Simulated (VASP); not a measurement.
# AlRu (Pm-3m) in VASP: a series of runs, part 3 of 3

VASP 6.6.1.

## (5) Relaxation of cell and atoms, r2SCAN

POSCAR

```
AlRu
1.0
    2.9916000000      0.0000000000      0.0000000000
    0.0000000000      2.9916000000      0.0000000000
    0.0000000000      0.0000000000      2.9916000000
Al Ru
1 1
Direct
    0.0000000000      0.0000000000      0.0000000000
    0.5000000000      0.5000000000      0.5000000000
```

INCAR.step1

```
SYSTEM = AlRu
ALGO     = Normal         ! electronic algorithm
EDIFF    = 1E-4           ! SCF threshold, eV
ENCUT    = 600            ! plane-wave cutoff, eV
GGA      = PE             ! functional
ISMEAR   = -1             ! smearing method
LASPH    = .TRUE.         ! aspherical terms in the spheres
LCHARG   = .FALSE.        ! write CHGCAR
LREAL    = .FALSE.        ! projectors in reciprocal space
LWAVE    = .TRUE.         ! write WAVECAR
NELM     = 80             ! most SCF steps
PREC     = Accurate       ! precision mode
SIGMA    = 0.1            ! smearing width, eV
```

INCAR.step2

```
SYSTEM = AlRu
ALGO     = Normal         ! electronic algorithm
EDIFF    = 1E-6           ! SCF threshold, eV
EDIFFG   = -0.01          ! ionic threshold
ENCUT    = 600            ! plane-wave cutoff, eV
IBRION   = 2              ! ionic algorithm
ISIF     = 3              ! what is computed and relaxed
ISMEAR   = -1             ! smearing method
ISTART   = 1            
LASPH    = .TRUE.         ! aspherical terms in the spheres
LCHARG   = .FALSE.        ! write CHGCAR
LMIXTAU  = .TRUE.       
LREAL    = .FALSE.        ! projectors in reciprocal space
LWAVE    = .FALSE.        ! write WAVECAR
METAGGA  = R2SCAN         ! meta-GGA
NELM     = 80             ! most SCF steps
NSW      = 80             ! ionic steps
PREC     = Accurate       ! precision mode
SIGMA    = 0.1            ! smearing width, eV
```

KPOINTS

```
k-points
0
G
  11 11 11
  0 0 0
```

Potentials or basis: VASP PAW PBE potentials, release 64 (Al, Ru_pv).

The run is started by

```
$ cat potpaw_PBE.64/Al/POTCAR potpaw_PBE.64/Ru_pv/POTCAR > POTCAR
$ cp INCAR.step1 INCAR
$ mpirun -np 1 vasp_std > vasp.out
$ cp INCAR.step2 INCAR
$ mpirun -np 1 vasp_std > vasp.out
```

OUTCAR:

```text
SYSTEM = AlRu
   EDIFF = 1E-6
   EDIFFG = -0.01
   ENCUT = 600
   IBRION = 2
   ISIF = 3
   ISMEAR = -1
   ISTART = 1
   LASPH = .TRUE.
   LREAL = .FALSE.
   METAGGA = R2SCAN
   NELM = 80
   NSW = 80
   PREC = Accurate

 ion  position               nearest neighbor table
   1  0.000  0.000  0.000-   2 2.59   2 2.59   2 2.59   2 2.59   2 2.59   2 2.59   2 2.59   2 2.59

   2  0.500  0.500  0.500-   1 2.59   1 2.59   1 2.59   1 2.59   1 2.59   1 2.59   1 2.59   1 2.59

  LATTYP: Found a simple cubic cell.
 ALAT       =     2.9916000000

  Lattice vectors:

 A1 = (   2.9916000000,   0.0000000000,   0.0000000000)
 A2 = (   0.0000000000,   2.9916000000,   0.0000000000)
 A3 = (   0.0000000000,   0.0000000000,   2.9916000000)

Analysis of symmetry for initial positions (statically):
=====================================================================
 Subroutine PRICEL returns:
 Original cell was already a primitive cell.

 Routine SETGRP: Setting up the symmetry group for a
 simple cubic supercell.

 Subroutine GETGRP returns: Found 48 space group operations
 (whereof 48 operations were pure point group operations)
 out of a pool of 48 trial point group operations.

[... 233 lines left out ...]
--------------------------------------- Ionic step        3  -------------------------------------------

 number of electron      16.9999996 magnetization

 Free energy of the ion-electron system (eV)
  ---------------------------------------------------
  ext. energy  EPLUGINS =         0.00000000
  ---------------------------------------------------
  free energy    TOTEN  =       -33.62776200 eV

  energy without entropy =      -33.57658877  energy(sigma->0) =      -33.60217538

 E-fermi :  10.6842     XC(G=0): -13.6575

 val. band max:       10.6375236026   @ k =   0.0909   0.0000   0.0000
 cond. band min:      10.7035064748   @ k =   0.3636   0.0909   0.0909
 fundamental gap:      0.0659828722
 Fermi energy:        10.6842026216

 k-point     1 :       0.0000    0.0000    0.0000
  band No.  band energies     occupation
      1     -32.4067      2.00000
      2     -32.4067      2.00000
      3     -32.4067      2.00000
      4       0.4554      2.00000
      5       6.9486      2.00000
      6       6.9486      2.00000
      7      10.8416      0.34318
      8      10.8416      0.34318
      9      10.8416      0.34318
     10      17.2244      0.00000
     11      17.2244      0.00000
     12      17.2244      0.00000
[... 331 lines left out ...]
 k-point    24 :       0.2727    0.0909    0.0909
  band No.  band energies     occupation
      1     -32.5392      2.00000
      2     -32.4125      2.00000
      3     -32.4111      2.00000
      4       2.1950      2.00000
      5       7.0952      2.00000
      6       7.5281      2.00000
      7       9.4125      1.99999
      8       9.5413      1.99998
      9      10.6216      1.30295
     10      14.2222      0.00000
     11      18.4543      0.00000
     12      18.8944      0.00000

 [... further k-points ...]

------------------------ aborting loop because EDIFF is reached ----------------------------------------

  FORCE on cell =-STRESS in cart. coord.  units (eV):
  Direction    XX          YY          ZZ          XY          YZ          ZX
  --------------------------------------------------------------------------------------
  -------------------------------------------------------------------------------------
  Total       -0.0030053     -0.0030053     -0.0030053      0.0000000      0.0000000     -0.0000000
  in kB       -0.1811753     -0.1811753     -0.1811753      0.0000000      0.0000000     -0.0000000
  external PRESSURE =      -0.1811753 kB  Pullay stress =       0.0000000 kB
[... 17 lines left out ...]
  FREE ENERGIE OF THE ION-ELECTRON SYSTEM (eV)
  ---------------------------------------------------
  free  energy   TOTEN  =       -33.6277619987 eV

  energy  without entropy=      -33.5765887671  energy(sigma->0) =      -33.60217538

 reached required accuracy - stopping structural energy minimisation
```

OUTCAR.step1:

```text
SYSTEM = AlRu
   EDIFF = 1E-4
   ENCUT = 600
   GGA = PE
   ISMEAR = -1
   LASPH = .TRUE.
   LREAL = .FALSE.
[... 581 lines left out ...]
      0.00000      0.00000      0.00000         0.000000      0.000000      0.000000
      1.49580      1.49580      1.49580         0.000000      0.000000      0.000000
 -----------------------------------------------------------------------------------
    total drift:                                0.000000     -0.000000     -0.000000

  FREE ENERGIE OF THE ION-ELECTRON SYSTEM (eV)
  ---------------------------------------------------
  free  energy   TOTEN  =       -14.2765190101 eV

  energy  without entropy=      -14.2216397923  energy(sigma->0) =      -14.24907940
```

OSZICAR.step1:

```text
N       E                     dE             d eps       ncg     rms          rms(c)
DAV:   1     0.123674646660E+03    0.12367E+03   -0.10393E+04  1376   0.147E+03
DAV:   2    -0.123515643847E+02   -0.13603E+03   -0.13090E+03  1428   0.371E+02
DAV:   3    -0.149230368473E+02   -0.25715E+01   -0.25072E+01  1580   0.514E+01
DAV:   4    -0.149472442395E+02   -0.24207E-01   -0.24175E-01  1576   0.504E+00
DAV:   5    -0.149476764280E+02   -0.43219E-03   -0.43217E-03  1564   0.653E-01    0.122E+01
DAV:   6    -0.143605454747E+02    0.58713E+00   -0.36219E+00  1416   0.218E+01    0.235E+00
DAV:   7    -0.142916692469E+02    0.68876E-01   -0.27806E-01  1424   0.629E+00    0.206E+00
DAV:   8    -0.142766545898E+02    0.15015E-01   -0.18061E-02  1472   0.138E+00    0.190E-01
DAV:   9    -0.142765222851E+02    0.13230E-03   -0.29845E-04  1536   0.169E-01    0.127E-01
DAV:  10    -0.142765190101E+02    0.32750E-05   -0.27287E-05   728   0.762E-02
   1 F= -.14276519E+02 E0= -.14249079E+02  d E =-.548792E-01
```

Run time: 3 min. Hardware: 1 thread of Intel Xeon 8259CL, shared host; peak memory 0.16 GiB.

What came out:

```yaml
Free_energy: -33.6278 eV
Relaxed_volume: 13.29 Å³/atom
Relaxed_cell: a = 2.984 Å, b = 2.984 Å, c = 2.984 Å, α = 90.00°, β = 90.00°, γ = 90.00°
Space_group_after_relaxing_to_0.1_Å: Pm-3m (No. 221)
Energy_gained_by_relaxing: 0.5 meV/atom
Ionic_steps: 3
Pressure_after_relaxing: 0.0 GPa
Band_gap_on_the_k_mesh: zero (an odd number of electrons rules out a gap without spin polarisation)
```

The path:
| step | energy change (eV) | largest force (eV/Å) | pressure (GPa) | volume (Å³) |
| --- | --- | --- | --- | --- |
| 1 | 0.0000 | 0.0000 | -1.62 | 26.77 |
| 2 | 0.0018 | 0.0000 | 2.78 | 26.25 |
| 3 | -0.0010 | 0.0000 | -0.02 | 26.58 |

Final structure:
```cif
data_structure
_symmetry_space_group_name_H-M 'P 1'
_symmetry_Int_Tables_number 1
_cell_length_a 2.9842
_cell_length_b 2.9842
_cell_length_c 2.9842
_cell_angle_alpha 90.000
_cell_angle_beta 90.000
_cell_angle_gamma 90.000
_cell_volume 26.58
loop_
_atom_site_label
_atom_site_type_symbol
_atom_site_fract_x
_atom_site_fract_y
_atom_site_fract_z
_atom_site_occupancy
Al1 Al 0.00000 0.00000 0.00000 1
Ru1 Ru 0.50000 0.50000 0.50000 1
```

Caveat: the PAW data sets were made with another functional, which shifts forces and pressure a little.

## (6) Relaxation of the atoms, r2SCAN

This run uses another cell than the first one, of 12.48 Å³/atom.

POSCAR

```
AlRu
1.0
    2.9227380000      0.0000000000      0.0000000000
    0.0000000000      2.9227380000      0.0000000000
    0.0000000000      0.0000000000      2.9227380000
Al Ru
1 1
Direct
    0.0000000000      0.0000000000      0.0000000000
    0.5000000000      0.5000000000      0.5000000000
```

INCAR.step1

```
SYSTEM = AlRu
ALGO = Normal ; EDIFF = 1E-4
ENCUT = 520 ; GGA = PE
ISMEAR = -1 ; LASPH = .True.
LCHARG = .False. ; LREAL = .False.
LWAVE = .True. ; NELM = 60
PREC = Accurate ; SIGMA = 0.1
```

INCAR.step2

```
SYSTEM = AlRu
ALGO = Normal ; EDIFF = 1E-6
EDIFFG = -0.01 ; ENCUT = 520
IBRION = 2 ; ISIF = 2
ISMEAR = -1 ; ISTART = 1
LASPH = .True. ; LCHARG = .False.
LMIXTAU = .True. ; LREAL = .False.
LWAVE = .False. ; METAGGA = R2SCAN
NELM = 60 ; NSW = 50
PREC = Accurate ; SIGMA = 0.1
```

KPOINTS

```
k-points
0
Gamma
  11 11 11
  0 0 0
```

Potentials or basis: VASP PAW PBE potentials, release 64 (Al, Ru_pv).

The run is started by

```
$ cat potpaw_PBE.64/Al/POTCAR potpaw_PBE.64/Ru_pv/POTCAR > POTCAR
$ cp INCAR.step1 INCAR
$ mpirun -np 1 vasp_std > vasp.out
$ cp INCAR.step2 INCAR
$ mpirun -np 1 vasp_std > vasp.out
```

It took 57 s on 1 thread of Intel Xeon 8259CL, shared host; peak memory 0.15 GiB.

It converged, with:

- Free energy: -33.5537 eV
- Pressure after relaxing: 15.8 GPa
- Band gap on the k mesh: zero (an odd number of electrons rules out a gap without spin polarisation)

Final structure:
```cif
data_structure
_symmetry_space_group_name_H-M 'P 1'
_symmetry_Int_Tables_number 1
_cell_length_a 2.9227
_cell_length_b 2.9227
_cell_length_c 2.9227
_cell_angle_alpha 90.000
_cell_angle_beta 90.000
_cell_angle_gamma 90.000
_cell_volume 24.97
loop_
_atom_site_label
_atom_site_type_symbol
_atom_site_fract_x
_atom_site_fract_y
_atom_site_fract_z
_atom_site_occupancy
Al1 Al 0.00000 0.00000 0.00000 1
Ru1 Ru 0.50000 0.50000 0.50000 1
```

Levels at points of the mesh, in eV from the Fermi level:
| k point | band 6 | band 7 | band 8 | band 9 | band 10 | band 11 | band 12 |
| --- | --- | --- | --- | --- | --- | --- | --- |
| (0.00, 0.00, 0.00) | -4.11 | 0.18 | 0.18 | 0.18 | 6.87 | 6.87 | 6.87 |

Caveat: the relaxation stopped at its first step, so nothing moved; the PAW data sets were made with another functional, which shifts forces and pressure a little.

## (7) Relaxation of the atoms, r2SCAN

This run uses another cell than the first one, of 12.75 Å³/atom.

POSCAR

```
AlRu
1.0
    2.9433213400      0.0000000000      0.0000000000
    0.0000000000      2.9433213400      0.0000000000
    0.0000000000      0.0000000000      2.9433213400
Al Ru
1 1
Direct
    0.0000000000      0.0000000000      0.0000000000
    0.5000000000      0.5000000000      0.5000000000
```

Edit INCAR.step1 of step 6 so:

```diff
@@ -5,3 +5,3 @@
 LCHARG = .False. ; LREAL = .False.
-LWAVE = .True. ; NELM = 60
+LWAVE = .True. ; NELM = 100
 PREC = Accurate ; SIGMA = 0.1
```

Edit INCAR.step2 of step 6 so:

```diff
@@ -8,3 +8,3 @@
 LWAVE = .False. ; METAGGA = R2SCAN
-NELM = 60 ; NSW = 50
+NELM = 100 ; NSW = 50
 PREC = Accurate ; SIGMA = 0.1
```

KPOINTS is that of step 6.

The run is started by

```
$ cat potpaw_PBE.64/Al/POTCAR potpaw_PBE.64/Ru_pv/POTCAR > POTCAR
$ cp INCAR.step1 INCAR
$ mpirun -np 1 vasp_std > vasp.out
$ cp INCAR.step2 INCAR
$ mpirun -np 1 vasp_std > vasp.out
```

Run time: 52 s. Hardware: 1 thread of Intel Xeon 8259CL, shared host; peak memory 0.16 GiB.

Results (log left out):

```
Free energy             : -33.5966 eV
Pressure after relaxing : 10.0 GPa
Band gap on the k mesh  : zero (an odd number of electrons rules out a gap without spin polarisation)
```

Final structure:
```
Al Ru
1.0
     2.94332    0.00000    0.00000
     0.00000    2.94332    0.00000
     0.00000    0.00000    2.94332
Al Ru
1 1
Cartesian
  0.0000 0.0000 0.0000
  1.4717 1.4717 1.4717
```

Levels at points of the mesh, in eV from the Fermi level:
```tsv
k point	band 6	band 7	band 8	band 9	band 10	band 11	band 12
(0.00, 0.00, 0.00)	-3.98	0.17	0.17	0.17	6.76	6.76	6.76
```

Caveat: the relaxation stopped at its first step, so nothing moved; the PAW data sets were made with another functional, which shifts forces and pressure a little.

## (8) Overview

```csv
task,level,potentials or basis,cell,cutoff (eV),gap on the mesh (eV),pressure (GPa),relaxed volume (Å³/atom)
relaxation of cell and atoms,PBE,"VASP PAW PBE potentials, release 64 (Al, Ru_pv)","relaxed from a = 2.992 Å, 2 atoms",600,none,0.0,13.57
relaxation of cell and atoms,PBEsol,"VASP PAW PBE potentials, release 64 (Al, Ru_pv)","relaxed from a = 2.992 Å, 2 atoms",600,none,0.0,13.20
relaxation of cell and atoms,LDA,"VASP PAW LDA potentials, release 64 (Al, Ru_pv)","relaxed from a = 2.992 Å, 2 atoms",600,none,0.0,12.93
relaxation of cell and atoms,r2SCAN,"VASP PAW PBE potentials, release 64 (Al, Ru_pv)","relaxed from a = 2.992 Å, 2 atoms",600,none,0.0,13.29
relaxation of the atoms,r2SCAN,"VASP PAW PBE potentials, release 64 (Al, Ru_pv)","atoms relaxed from a = 2.923 Å, 2 atoms",520,none,15.8,-
relaxation of the atoms,r2SCAN,"VASP PAW PBE potentials, release 64 (Al, Ru_pv)","atoms relaxed from a = 2.943 Å, 2 atoms",520,none,10.0,-
```

Alike in all rows: no spin polarisation; k mesh 11 × 11 × 11; smearing fermi-dirac 0.1 eV.

Caveats: the PAW data sets were made with another functional, which shifts forces and pressure a little (at least some runs); the relaxation stopped at its first step, so nothing moved (at least some runs).

Absolute energies hang on the potentials; compare differences alone.
